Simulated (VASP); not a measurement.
# As in VASP: further runs

Runs on As. Level: PBE. Tasks: single point.

All numbers are computed with VASP 6.6.1; they aren't measurements. Logs are shortened: lines on timing, memory, paths and dates and some standing lists are left out, and cuts for length are marked.

### Step 1. The cell of the first run

Symmetry: P4/nmm, No. 129, tetragonal system. The conventional cell has a = 3.326 Å, b = 3.326 Å, c = 4.147 Å, α = 90.00°, β = 90.00°, γ = 90.00°. Within 3.5 Å of As (site symmetry 4mm) lie 8 As at 2.65 to 3.33 Å.

The cell was generated, and may not be a known phase.

### Step 2. Single point, PBE

Input file INCAR:

```
SYSTEM = As
PREC = Accurate
ENCUT = 520
EDIFF = 1E-7
ISMEAR = 0
SIGMA = 0.1
LREAL = .FALSE.
LASPH = .TRUE.
NELM = 100
ALGO = Normal
ISIF = 2
LWAVE = .FALSE.
LCHARG = .FALSE.
GGA = PE
NBANDS = 12
```

Input file KPOINTS:

```
Automatic mesh
0
G
  16 16 14
  0 0 0
```

Input file POSCAR:

```
As
1.0
    3.3262011630      0.0000000000      0.0000000000
    0.0000000000      3.3261596580      0.0000000000
    0.0000000000      0.0000000000      4.1469796233
As
2
Direct
    0.0000000000      0.0000000000      0.6466926731
    0.5000000000      0.5000000000      0.3533073269
```

Potentials or basis: VASP PAW PBE potentials, release 64 (As).

Command:

```
cat potpaw_PBE.64/As/POTCAR > POTCAR
mpirun -np 1 vasp_std > vasp.out
```

OUTCAR:

```text
SYSTEM = As
   PREC = Accurate
   ENCUT = 520
   EDIFF = 1E-7
   ISMEAR = 0
   LREAL = .FALSE.
   LASPH = .TRUE.
   NELM = 100
   ISIF = 2
   GGA = PE

 ion  position               nearest neighbor table
   1  0.000  0.000  0.647-   2 2.65   2 2.65   2 2.65   2 2.65
   2  0.500  0.500  0.353-   1 2.65   1 2.65   1 2.65   1 2.65

  LATTYP: Found a simple orthorhombic cell.
 ALAT       =     3.3261596580
 B/A-ratio  =     1.0000124784
 C/A-ratio  =     1.2467770792

  Lattice vectors:

 A1 = (   0.0000000000,  -3.3261596580,   0.0000000000)
 A2 = (   3.3262011630,   0.0000000000,   0.0000000000)
 A3 = (   0.0000000000,   0.0000000000,   4.1469796233)

Analysis of symmetry for initial positions (statically):
=====================================================================
 Subroutine PRICEL returns:
 Original cell was already a primitive cell.

 Routine SETGRP: Setting up the symmetry group for a
 simple orthorhombic supercell.

 Subroutine GETGRP returns: Found  8 space group operations
 (whereof  4 operations were pure point group operations)
 out of a pool of  8 trial point group operations.

The static configuration has the point symmetry C_2v.
 The point group associated with its full space group is D_2h.

Analysis of symmetry for dynamics (positions and initial velocities):
=====================================================================
 Subroutine PRICEL returns:
 Original cell was already a primitive cell.

 Routine SETGRP: Setting up the symmetry group for a
 simple orthorhombic supercell.

 Subroutine GETGRP returns: Found  8 space group operations
 (whereof  4 operations were pure point group operations)
 out of a pool of  8 trial point group operations.

The dynamic configuration has the point symmetry C_2v.
 The point group associated with its full space group is D_2h.

 Subroutine INISYM returns: Found  8 space group operations
 (whereof  4 operations are pure point group operations),
 and found     1 'primitive' translations

----------------------------------------------------------------------------------------

                                     Primitive cell

  volume of cell :      45.8800

  direct lattice vectors                    reciprocal lattice vectors
     3.326201163  0.000000000  0.000000000     0.300643272  0.000000000  0.000000000
     0.000000000  3.326159658  0.000000000     0.000000000  0.300647023  0.000000000
     0.000000000  0.000000000  4.146979623     0.000000000  0.000000000  0.241139357

  length of vectors
     3.326201163  3.326159658  4.146979623     0.300643272  0.300647023  0.241139357

  position of ions in fractional coordinates (direct lattice)
     0.000000000  0.000000000  0.646692673
     0.500000000  0.500000000  0.353307327

  ion indices of the primitive-cell ions
   primitive index   ion index
                 1           1
                 2           2

----------------------------------------------------------------------------------------

 KPOINTS: Automatic mesh

Automatic generation of k-mesh.
 Grid dimensions read from file:
 generate k-points for:   16   16   14

 Generating k-lattice:

  Cartesian coordinates                     Fractional coordinates (reciprocal lattice)
     0.018790204  0.000000000  0.000000000     0.062500000  0.000000000  0.000000000
     0.000000000  0.018790439  0.000000000     0.000000000  0.062500000  0.000000000
     0.000000000  0.000000000  0.017224240     0.000000000  0.000000000  0.071428571

  Length of vectors
     0.018790204  0.018790439  0.017224240

  Shift w.r.t. Gamma in fractional coordinates (k-lattice)
     0.000000000  0.000000000  0.000000000

 Subroutine IBZKPT returns following result:
 ===========================================

 Found    648 irreducible k-points:

 Following reciprocal coordinates:
            Coordinates               Weight
  0.000000  0.000000  0.000000      1.000000
  0.062500  0.000000  0.000000      2.000000
  0.125000  0.000000  0.000000      2.000000
  0.187500  0.000000  0.000000      2.000000
  0.250000  0.000000  0.000000      2.000000
  0.312500  0.000000  0.000000      2.000000
[... 16 lines left out ...]
  0.250000  0.125000  0.000000      4.000000
  0.312500  0.125000  0.000000      4.000000
 [... further k-points ...]
   k-points           NKPTS =    648   k-points in BZ     NKDIM =    648   number of bands    NBANDS=     12
   number of dos      NEDOS =    301   number of ions     NIONS =      2
   total plane-waves  NPLWV =  25088
   dimension x,y,z NGX =    28 NGY =   28 NGZ =   32
   dimension x,y,z NGXF=    56 NGYF=   56 NGZF=   64
   ions per type =               2
   NGX,Y,Z   is equivalent  to a cutoff of  13.99, 13.99, 12.83 a.u.
   NGXF,Y,Z  is equivalent  to a cutoff of  27.99, 27.99, 25.66 a.u.
 SYSTEM =  As
   PREC   = accura    normal or accurate (medium, high low for compatibility)
   ISTART =      0    job   : 0-new  1-cont  2-samecut
   ICHARG =      2    charge: 1-file 2-atom 10-const
   ISPIN  =      1    spin polarized calculation?
   LNONCOLLINEAR =      F non collinear calculations
   LSORBIT =      F    spin-orbit coupling
   LASPH  =      T    aspherical Exc in radial PAW
   ENCUT  =  520.0 eV  38.22 Ry    6.18 a.u.   6.18  6.18  7.71*2*pi/ulx,y,z
   NELM   =    100;   NELMIN=  2; NELMDL= -5     # of ELM steps
   EDIFF  = 0.1E-06   stopping-criterion for ELM
   LREAL  =      F    real-space projection
   EDIFFG = 0.1E-05   stopping-criterion for IOM
   NSW    =      0    number of steps for IOM
   IBRION =     -1    ionic relax: 0-MD 1-quasi-New 2-CG
   NFREE  =      0    steps in history (QN), initial steepest desc. (CG)
   ISIF   =      2    stress and relaxation
   ISYM   =      2    0-nonsym 1-usesym 2-fastsym
   POTIM  = 0.5000    time-step for ionic-motion
   TEBEG  =    0.0;   TEEND  =   0.0 temperature during run
   PSTRESS=    0.0 pullay stress
   NELECT =      10.0000    total number of electrons
   NUPDOWN=      -1.0000    fix difference up-down
   EMIN   =  10.00;   EMAX   =-10.00  energy-range for DOS
   EFERMI =   0.00;   METHOD = LEGACY
   ISMEAR =     0;   SIGMA  =   0.10  broadening in eV -4-tet -1-fermi 0-gaus
   EFERMI_NEDOS =   21; number of points for ismear=-14 and -15
   IALGO  =     38    algorithm
   IMIX   =      4    mixing-type and parameters
     AMIX     =   0.40;   BMIX     =  1.00
     AMIX_MAG =   1.60;   BMIX_MAG =  1.00
  volume/ion in A,a.u.               =      22.94       154.81
  Fermi-wavevector in a.u.,A,eV,Ry     =   0.985221  1.861798 13.206637  0.970660
  Thomas-Fermi vector in A             =   2.116512
   LORBIT       =      0    0 simple, 1 ext, 2 COOP (PROOUT), +10 PAW based schemes
   GGA     = PE    functional components
   LHFCALC =     F    Hartree Fock is set to
   AEXX    =    0.0000 exact exchange contribution
   IVDW    =     0    specifies the selected vdW correction
   LEPSILON=     F    determine dielectric tensor
   LRPA    =     F    only Hartree local field effects (RPA)
 non-spin polarized calculation
 Gauss-broadening in eV      SIGMA  =   0.10
  energy-cutoff  :      520.00
  volume of cell :       45.88
 maximum number of plane-waves:      1256
 NGX is ok and might be reduce to    28
   NGX = 13   NGY = 13   NGZ = 15

 number of electron      10.0000002 magnetization

 Free energy of the ion-electron system (eV)
  ---------------------------------------------------
  ext. energy  EPLUGINS =         0.00000000
  ---------------------------------------------------
  free energy    TOTEN  =        -8.65226838 eV

  energy without entropy =       -8.64615366  energy(sigma->0) =       -8.64921102

 E-fermi :   4.2563     XC(G=0):  -9.6954

 val. band max:        4.2525404343   @ k =   0.2500   0.4375   0.0000
 cond. band min:       4.2584094280   @ k =   0.1875   0.0625   0.2857
 fundamental gap:      0.0058689937
 Fermi energy:         4.2563017552

 k-point     1 :       0.0000    0.0000    0.0000
  band No.  band energies     occupation
      1     -10.1140      2.00000
      2      -2.6450      2.00000
      3       2.2635      2.00000
      4       2.7892      2.00000
      5       2.7894      2.00000
      6       5.0048      0.00000
      7       8.9492      0.00000
      8      10.1477      0.00000
      9      10.1478      0.00000
     10      13.7206      0.00000
     11      14.0799      0.00000
     12      17.3811      0.00000

 k-point     2 :       0.0625    0.0000    0.0000
  band No.  band energies     occupation
      1     -10.0640      2.00000
      2      -2.6984      2.00000
      3       2.3020      2.00000
      4       2.4101      2.00000
      5       2.8397      2.00000
      6       5.3273      0.00000
      7       9.2313      0.00000
      8       9.8170      0.00000
      9      10.0641      0.00000
     10      13.4485      0.00000
     11      14.2406      0.00000
     12      17.3038      0.00000

 k-point     3 :       0.1250    0.0000    0.0000
  band No.  band energies     occupation
      1      -9.9141      2.00000
      2      -2.8857      2.00000
      3       1.7418      2.00000
      4       2.4141      2.00000
      5       2.9902      2.00000
      6       5.8665      0.00000
      7       9.0350      0.00000
      8       9.8073      0.00000
      9      10.0530      0.00000
     10      12.7605      0.00000
     11      14.4890      0.00000
     12      17.0020      0.00000

 k-point     4 :       0.1875    0.0000    0.0000
  band No.  band energies     occupation
      1      -9.6650      2.00000
      2      -3.2664      2.00000
      3       1.2274      2.00000
      4       2.5870      2.00000
      5       3.2396      2.00000
      6       6.3214      0.00000
      7       8.0985      0.00000
      8       9.3726      0.00000
      9      11.2266      0.00000
     10      11.9762      0.00000
     11      14.4219      0.00000
     12      16.5210      0.00000

 k-point     5 :       0.2500    0.0000    0.0000
  band No.  band energies     occupation
      1      -9.3180      2.00000
      2      -3.8621      2.00000
      3       1.0124      2.00000
      4       2.7906      2.00000
      5       3.5855      2.00000
      6       6.6735      0.00000
      7       7.1846      0.00000
      8       8.7802      0.00000
      9      10.9376      0.00000
     10      12.9383      0.00000
     11      13.8164      0.00000
     12      16.3149      0.00000
[... 228 lines left out ...]
      1      -9.7149      2.00000
      2      -3.0511      2.00000
      3       1.6758      2.00000
      4       2.1148      2.00000
      5       2.5623      2.00000
      6       7.0358      0.00000
      7       8.1228      0.00000
      8       9.5906      0.00000
      9      10.8322      0.00000
     10      12.4036      0.00000
     11      13.4586      0.00000
     12      15.5916      0.00000

 k-point    22 :       0.1875    0.1250    0.0000
  band No.  band energies     occupation
      1      -9.4668      2.00000
      2      -3.3407      2.00000
      3       1.1580      2.00000
      4       2.2569      2.00000
      5       2.7308      2.00000
      6       7.2679      0.00000
      7       7.6634      0.00000
      8       9.2443      0.00000
      9      11.7264      0.00000
     10      12.0295      0.00000
     11      12.8781      0.00000
     12      15.2742      0.00000

 k-point    23 :       0.2500    0.1250    0.0000
  band No.  band energies     occupation
      1      -9.1212      2.00000
      2      -3.8401      2.00000
      3       0.8563      2.00000
      4       2.5757      2.00000
      5       2.9235      2.00000
      6       6.3858      0.00000
      7       8.0298      0.00000
      8       8.6910      0.00000
      9      11.2668      0.00000
     10      12.5448      0.00000
     11      13.2495      0.00000
     12      15.3722      0.00000

 k-point    24 :       0.3125    0.1250    0.0000
  band No.  band energies     occupation
      1      -8.6805      2.00000
      2      -4.5192      2.00000
      3       0.8621      2.00000
      4       2.9875      2.00000
      5       3.0587      2.00000
      6       5.6156      0.00000
      7       8.0166      0.00000
      8       8.0738      0.00000
      9      10.8924      0.00000
     10      12.3931      0.00000
     11      14.5282      0.00000
     12      15.9519      0.00000

 [... further k-points ...]

------------------------ aborting loop because EDIFF is reached ----------------------------------------

  FORCE on cell =-STRESS in cart. coord.  units (eV):
  Direction    XX          YY          ZZ          XY          YZ          ZX
  --------------------------------------------------------------------------------------
  -------------------------------------------------------------------------------------
  Total        0.0591636      0.0593782      0.0358475      0.0000000      0.0000000      0.0000000
  in kB        2.0660539      2.0735481      1.2518330      0.0000000      0.0000000      0.0000000
  external PRESSURE =       1.7971450 kB  Pullay stress =       0.0000000 kB

 VOLUME and BASIS-vectors are now :
 -----------------------------------------------------------------------------
  energy-cutoff  :      520.00
  volume of cell :       45.88
      direct lattice vectors                 reciprocal lattice vectors
     3.326201163  0.000000000  0.000000000     0.300643272  0.000000000  0.000000000
     0.000000000  3.326159658  0.000000000     0.000000000  0.300647023  0.000000000
     0.000000000  0.000000000  4.146979623     0.000000000  0.000000000  0.241139357

 POSITION                                       TOTAL-FORCE (eV/Angst)
 -----------------------------------------------------------------------------------
      0.00000      0.00000      2.68182         0.000000      0.000000      0.028375
      1.66310      1.66308      1.46516         0.000000      0.000000     -0.028375
 -----------------------------------------------------------------------------------
    total drift:                                0.000000      0.000000      0.000000

  FREE ENERGIE OF THE ION-ELECTRON SYSTEM (eV)
  ---------------------------------------------------
  free  energy   TOTEN  =        -8.6522683832 eV

  energy  without entropy=       -8.6461536569  energy(sigma->0) =       -8.64921102
```

It took 87 s on 1 thread of Intel Xeon 6975P-C (Granite Rapids), shared host; peak memory 0.4 GiB.

What came out:

- Free energy: -8.6523 eV
- Pressure: 0.2 GPa
- Largest force: 0.028 eV/Å
- Band gap on the k mesh: zero (bands 5 and 6 overlap by 3.63 eV)

Forces in eV/Å, atoms in the order of the input:
```
As   0.000  0.000  0.028
As   0.000  0.000 -0.028
```

Stress tensor (GPa, compression positive):
```
0.21 0.00 0.00
0.00 0.21 0.00
0.00 0.00 0.13
```

Caveat: this functional lacks dispersion, which binds layers or chains, so the pressure and a relaxed spacing across them are unreliable.

### Step 3. Single point, PBE

Input file INCAR:

```
ALGO = Normal
EDIFF = 1E-6
ENCUT = 520
GGA = PE
ISIF = 2
ISMEAR = 0
LASPH = True
LCHARG = False
LREAL = False
LWAVE = False
NBANDS = 12
NELM = 60
PREC = Accurate
SIGMA = 0.1
```

Input file KPOINTS:

```
k-points
0
Gamma
  20 12 16
```

Input file POSCAR:

```
As
1.0
    3.3429705425      0.0000000000      0.0000000000
    0.0000000000      3.3247693812      0.0000000000
    0.0000000000      0.0000000000      4.1251462760
As
2
Direct
    0.0000000000      0.0000000000      0.6453001924
    0.5000000000      0.5000000000      0.3546998076
```

Potentials or basis: VASP PAW PBE potentials, release 64 (As).

Command:

```
cat potpaw_PBE.64/As/POTCAR > POTCAR
mpirun -np 1 vasp_std > vasp.out
```

Wall time 91 s (1 thread of Intel Xeon 6975P-C (Granite Rapids), shared host); peak memory 0.42 GiB.

Results (log left out):

```
Free energy            : -8.6566 eV
Pressure               : 0.2 GPa
Largest force          : 0.031 eV/Å
Band gap on the k mesh : zero (bands 5 and 6 overlap by 3.63 eV)
```

Forces in eV/Å, atoms in the order of the input:
```
As   0.000  0.000  0.031
As   0.000  0.000 -0.031
```

Stress tensor (GPa, compression positive):
```
0.19 0.00 0.00
0.00 0.21 0.00
0.00 0.00 0.12
```

Levels at points of the mesh, in eV from the Fermi level:
```csv
k point,band 3,band 4,band 5,band 6,band 7,band 8
"(0.00, 0.00, 0.00)",-1.91,-1.57,-1.46,0.69,4.67,5.90
"(0.50, 0.00, 0.00)",-1.94,-1.94,1.57,1.57,2.03,2.03
"(0.00, 0.50, 0.00)",-1.94,-1.94,1.50,1.50,2.01,2.01
"(0.50, 0.50, 0.00)",-5.80,-5.80,0.67,0.67,3.20,3.20
"(0.00, 0.00, 0.50)",-1.19,-1.08,-0.65,1.40,4.49,4.56
"(0.50, 0.00, 0.50)",-4.18,-4.18,1.79,1.79,4.30,4.30
"(0.00, 0.50, 0.50)",-4.17,-4.17,1.72,1.72,4.21,4.21
"(0.50, 0.50, 0.50)",-5.33,-5.33,-1.18,-1.18,0.59,0.59
```

Caveat: this functional lacks dispersion, which binds layers or chains, so the pressure and a relaxed spacing across them are unreliable.
